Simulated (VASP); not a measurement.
# Zr (Fd-3m) in VASP: further runs

Runs on Zr. Level: PBE. Tasks: single point, relaxation of cell and atoms.

All numbers are computed with VASP 6.6.1; they aren't measurements. Logs are shortened: lines on timing, memory, paths and dates and some standing lists are left out, and cuts for length are marked.

## (1) The cell of the first run

Symmetry: Fd-3m, No. 227, cubic system. The conventional cell has a = 4.511 Å, b = 4.511 Å, c = 4.511 Å, α = 90.00°, β = 90.00°, γ = 90.00°. Zr (site symmetry -43m) has 4 Zr at 1.95 Å within 2.6 Å.

This isn't the form of Zr at room conditions, which is hcp.

## (2) Single point, PBE

Contents of INCAR:

```
SYSTEM = Zr
  PREC = Accurate
  ENCUT = 520
  EDIFF = 1E-6
  ISMEAR = -1
  SIGMA = 0.1
  LREAL = .FALSE.
  LASPH = .TRUE.
  NELM = 80
  ALGO = Normal
  ISIF = 2
  LWAVE = .FALSE.
  LCHARG = .FALSE.
  GGA = PE
  NBANDS = 19
```

Contents of KPOINTS:

```
regular mesh
0
G
  14 14 14
  0 0 0
```

Contents of POSCAR:

```
Zr
1.0
    0.0000000000      2.2554413979      2.2554413979
    2.2554413979      0.0000000000      2.2554413979
    2.2554413979      2.2554413979      0.0000000000
Zr
2
Direct
   -0.1250000000     -0.1250000000     -0.1250000000
    0.1250000000      0.1250000000      0.1250000000
```

Potentials or basis: VASP PAW PBE potentials, release 64 (Zr_sv).

Started as:

```
cat potpaw_PBE.64/Zr_sv/POTCAR > POTCAR
mpirun -np 1 vasp_std > vasp.out
```

OUTCAR:

```text
SYSTEM = Zr
   PREC = Accurate
   ENCUT = 520
   EDIFF = 1E-6
   ISMEAR = -1
   LREAL = .FALSE.
   LASPH = .TRUE.
   NELM = 80
   ISIF = 2
   GGA = PE

 ion  position               nearest neighbor table
   1  0.875  0.875  0.875-   2 1.95   2 1.95   2 1.95   2 1.95   2 3.74   2 3.74   2 3.74   2 3.74
                             2 3.74   2 3.74   2 3.74   2 3.74   2 3.74   2 3.74   2 3.74   2 3.74
   2  0.125  0.125  0.125-   1 1.95   1 1.95   1 1.95   1 1.95   1 3.74   1 3.74   1 3.74   1 3.74
                             1 3.74   1 3.74   1 3.74   1 3.74   1 3.74   1 3.74   1 3.74   1 3.74

  LATTYP: Found a face centered cubic cell.
 ALAT       =     4.5108827958

  Lattice vectors:

 A1 = (   0.0000000000,   2.2554413979,   2.2554413979)
 A2 = (   2.2554413979,   0.0000000000,   2.2554413979)
 A3 = (   2.2554413979,   2.2554413979,   0.0000000000)

Analysis of symmetry for initial positions (statically):
=====================================================================
 Subroutine PRICEL returns:
 Original cell was already a primitive cell.

 Routine SETGRP: Setting up the symmetry group for a
 face centered cubic supercell.

 Subroutine GETGRP returns: Found 48 space group operations
 (whereof 12 operations were pure point group operations)
 out of a pool of 48 trial point group operations.

The static configuration has the point symmetry D_3d.
 The point group associated with its full space group is O_h .

Analysis of symmetry for dynamics (positions and initial velocities):
=====================================================================
 Subroutine PRICEL returns:
 Original cell was already a primitive cell.

 Routine SETGRP: Setting up the symmetry group for a
 face centered cubic supercell.

 Subroutine GETGRP returns: Found 48 space group operations
 (whereof 12 operations were pure point group operations)
 out of a pool of 48 trial point group operations.

The dynamic configuration has the point symmetry D_3d.
 The point group associated with its full space group is O_h .

 Subroutine INISYM returns: Found 48 space group operations
 (whereof 12 operations are pure point group operations),
 and found     1 'primitive' translations

----------------------------------------------------------------------------------------

                                     Primitive cell

  volume of cell :      22.9469

  direct lattice vectors                    reciprocal lattice vectors
     0.000000000  2.255441398  2.255441398    -0.221686097  0.221686097  0.221686097
[... 84 lines left out ...]
   ENCUT  =  520.0 eV  38.22 Ry    6.18 a.u.   5.93  5.93  5.93*2*pi/ulx,y,z
   NELM   =     80;   NELMIN=  2; NELMDL= -5     # of ELM steps
   EDIFF  = 0.1E-05   stopping-criterion for ELM
   LREAL  =      F    real-space projection
   EDIFFG = 0.1E-04   stopping-criterion for IOM
   NSW    =      0    number of steps for IOM
   IBRION =     -1    ionic relax: 0-MD 1-quasi-New 2-CG
   NFREE  =      0    steps in history (QN), initial steepest desc. (CG)
   ISIF   =      2    stress and relaxation
   ISYM   =      2    0-nonsym 1-usesym 2-fastsym
   POTIM  = 0.5000    time-step for ionic-motion
   TEBEG  =    0.0;   TEEND  =   0.0 temperature during run
   PSTRESS=    0.0 pullay stress
   NELECT =      24.0000    total number of electrons
   NUPDOWN=      -1.0000    fix difference up-down
   EMIN   =  10.00;   EMAX   =-10.00  energy-range for DOS
   EFERMI =   0.00;   METHOD = LEGACY
   ISMEAR =    -1;   SIGMA  =   0.10  broadening in eV -4-tet -1-fermi 0-gaus
   EFERMI_NEDOS =   21; number of points for ismear=-14 and -15
   IALGO  =     38    algorithm
   IMIX   =      4    mixing-type and parameters
     AMIX     =   0.40;   BMIX     =  1.00
     AMIX_MAG =   1.60;   BMIX_MAG =  1.00
  volume/ion in A,a.u.               =      11.47        77.43
  Fermi-wavevector in a.u.,A,eV,Ry     =   1.661768  3.140286 37.572115  2.761473
  Thomas-Fermi vector in A             =   2.748774
   LORBIT       =      0    0 simple, 1 ext, 2 COOP (PROOUT), +10 PAW based schemes
   GGA     = PE    functional components
   LHFCALC =     F    Hartree Fock is set to
   AEXX    =    0.0000 exact exchange contribution
   IVDW    =     0    specifies the selected vdW correction
   LEPSILON=     F    determine dielectric tensor
   LRPA    =     F    only Hartree local field effects (RPA)
 non-spin polarized calculation
  energy-cutoff  :      520.00
  volume of cell :       22.95
 maximum number of plane-waves:       636
   NGX = 11   NGY = 11   NGZ = 11

 number of electron      23.9999999 magnetization

 Free energy of the ion-electron system (eV)
  ---------------------------------------------------
  ext. energy  EPLUGINS =         0.00000000
  ---------------------------------------------------
  free energy    TOTEN  =         3.50899004 eV

  energy without entropy =        3.55775362  energy(sigma->0) =        3.53337183

 E-fermi :  19.5472     XC(G=0): -14.4052

 val. band max:       19.5344615337   @ k =  -0.2143   0.2143   0.0714
 cond. band min:      19.5897794302   @ k =   0.2857   0.2143   0.0714
 fundamental gap:      0.0553178965
 Fermi energy:        19.5471791509

 k-point     1 :       0.0000    0.0000    0.0000
  band No.  band energies     occupation
      1     -34.0697      2.00000
      2     -25.4247      2.00000
      3     -11.8887      2.00000
      4     -11.8887      2.00000
      5     -11.8887      2.00000
      6      -5.9989      2.00000
[... 505 lines left out ...]
      6      -6.0830      2.00000
[... 11 lines left out ...]
     18      29.5146      0.00000
     19      32.6745      0.00000

 [... further k-points ...]

------------------------ aborting loop because EDIFF is reached ----------------------------------------

  FORCE on cell =-STRESS in cart. coord.  units (eV):
  Direction    XX          YY          ZZ          XY          YZ          ZX
  --------------------------------------------------------------------------------------
  -------------------------------------------------------------------------------------
  Total       51.4639372     51.4639372     51.4639372      0.0000000     -0.0000000      0.0000000
  in kB     3593.2625641   3593.2625641   3593.2625641      0.0000000     -0.0000000      0.0000000
  external PRESSURE =    3593.2625641 kB  Pullay stress =       0.0000000 kB

 VOLUME and BASIS-vectors are now :
 -----------------------------------------------------------------------------
  energy-cutoff  :      520.00
  volume of cell :       22.95
      direct lattice vectors                 reciprocal lattice vectors
     0.000000000  2.255441398  2.255441398    -0.221686097  0.221686097  0.221686097
     2.255441398  0.000000000  2.255441398     0.221686097 -0.221686097  0.221686097
     2.255441398  2.255441398  0.000000000     0.221686097  0.221686097 -0.221686097

 POSITION                                       TOTAL-FORCE (eV/Angst)
 -----------------------------------------------------------------------------------
      3.94702      3.94702      3.94702         0.000000     -0.000000     -0.000000
      0.56386      0.56386      0.56386        -0.000000      0.000000      0.000000
 -----------------------------------------------------------------------------------
    total drift:                                0.000000      0.000000      0.000000

  FREE ENERGIE OF THE ION-ELECTRON SYSTEM (eV)
  ---------------------------------------------------
  free  energy   TOTEN  =         3.5089900362 eV

  energy  without entropy=        3.5577536163  energy(sigma->0) =        3.53337183
```

OSZICAR:

```text
N       E                     dE             d eps       ncg     rms          rms(c)
DAV:   1     0.267059950989E+03    0.26706E+03   -0.13925E+04  3952   0.136E+03
DAV:   2     0.174180317803E+02   -0.24964E+03   -0.24432E+03  4417   0.420E+02
DAV:   3     0.353714901228E+01   -0.13881E+02   -0.13669E+02  6836   0.815E+01
DAV:   4     0.330713441557E+01   -0.23001E+00   -0.22963E+00  4967   0.967E+00
DAV:   5     0.330249142237E+01   -0.46430E-02   -0.46427E-02  5088   0.940E-01    0.113E+02
DAV:   6     0.350749725822E+01    0.20501E+00   -0.25392E-01  5919   0.266E+00    0.672E+01
DAV:   7     0.350433392015E+01   -0.31633E-02   -0.42322E-01  5980   0.321E+00    0.995E-01
DAV:   8     0.350900515781E+01    0.46712E-02   -0.14927E-02  4481   0.979E-01    0.309E-01
DAV:   9     0.350899519402E+01   -0.99638E-05   -0.10061E-03  5149   0.314E-01    0.104E-01
DAV:  10     0.350898740162E+01   -0.77924E-05   -0.87389E-05  5624   0.740E-02    0.991E-03
DAV:  11     0.350898907218E+01    0.16706E-05   -0.18255E-06  4083   0.115E-02    0.163E-03
DAV:  12     0.350899016086E+01    0.10887E-05   -0.24907E-07  2717   0.510E-03    0.428E-04
DAV:  13     0.350899003625E+01   -0.12461E-06   -0.72679E-08  2626   0.263E-03
   1 F= 0.35089900E+01 E0= 0.35333718E+01  d E =-.487636E-01
```

Run time: 72 s. Hardware: 1 thread of AMD EPYC 7R13, shared host; peak memory 0.13 GiB.

Results:

| Item | Value |
| --- | --- |
| Free energy | 3.5090 eV |
| Pressure | 359.3 GPa |
| Band gap on the k mesh | zero (bands 12 and 13 overlap by 4.18 eV) |

Levels at points of the mesh, in eV from the Fermi level:
| k point | band 8 | band 9 | band 10 | band 11 | band 12 | band 13 | band 14 | band 15 | band 16 | band 17 |
| --- | --- | --- | --- | --- | --- | --- | --- | --- | --- | --- |
| (0.00, 0.00, 0.00) | -25.55 | -6.20 | -5.41 | -5.41 | -0.18 | -0.18 | -0.18 | 7.84 | 7.84 | 7.84 |
| (0.50, 0.00, 0.00) | -22.73 | -5.27 | -4.25 | -4.25 | -2.47 | -2.47 | -1.84 | 5.96 | 9.45 | 9.45 |
| (0.50, 0.50, 0.00) | -21.81 | -6.83 | -6.83 | -2.53 | -2.53 | 0.79 | 0.79 | 8.16 | 8.16 | 10.80 |

Caveat: atoms lie so close that the PAW spheres overlap strongly, which falsifies energies and pressures; the cell stands under pressure.

## (3) Single point, PBE

Contents of INCAR:

```
PREC = Accurate
ENCUT = 520
EDIFF = 1E-7
ISMEAR = -1
SIGMA = 0.1
LREAL = F
LASPH = T
NELM = 80
ALGO = Normal
ISIF = 2
LWAVE = F
LCHARG = F
GGA = PE
NBANDS = 19
```

Contents of KPOINTS:

```
regular mesh
0
Gamma
  14 14 14
```

Contents of POSCAR:

```
Zr
1.0
    0.0000000000      2.2564995463      2.2564995463
    2.2564995463      0.0000000000      2.2564995463
    2.2564995463      2.2564995463      0.0000000000
Zr
2
Direct
   -0.1250000000     -0.1250000000     -0.1250000000
    0.1250000000      0.1250000000      0.1250000000
```

Potentials or basis: VASP PAW PBE potentials, release 64 (Zr_sv).

Started as:

```
cat potpaw_PBE.64/Zr_sv/POTCAR > POTCAR
mpirun -np 1 vasp_std > vasp.out
```

Run time: 91 s. Hardware: 1 thread of AMD EPYC 7R13, shared host; peak memory 0.13 GiB.

Results (log left out):

* Free energy: 3.4367 eV
* Pressure: 357.5 GPa
* Band gap on the k mesh: zero (bands 12 and 13 overlap by 4.17 eV)

Levels at points of the mesh, in eV from the Fermi level:
```tsv
k point	band 10	band 11	band 12	band 13	band 14	band 15
(0.00, 0.00, 0.00)	-5.40	-5.40	-0.18	-0.18	-0.18	7.82
(0.50, 0.00, 0.00)	-4.24	-4.24	-2.47	-2.47	-1.83	5.94
(0.50, 0.50, 0.00)	-6.82	-2.53	-2.53	0.79	0.79	8.14
```

Caveat: atoms lie so close that the PAW spheres overlap strongly, which falsifies energies and pressures; the cell stands under pressure.

(Continued in part 2 of 2.)
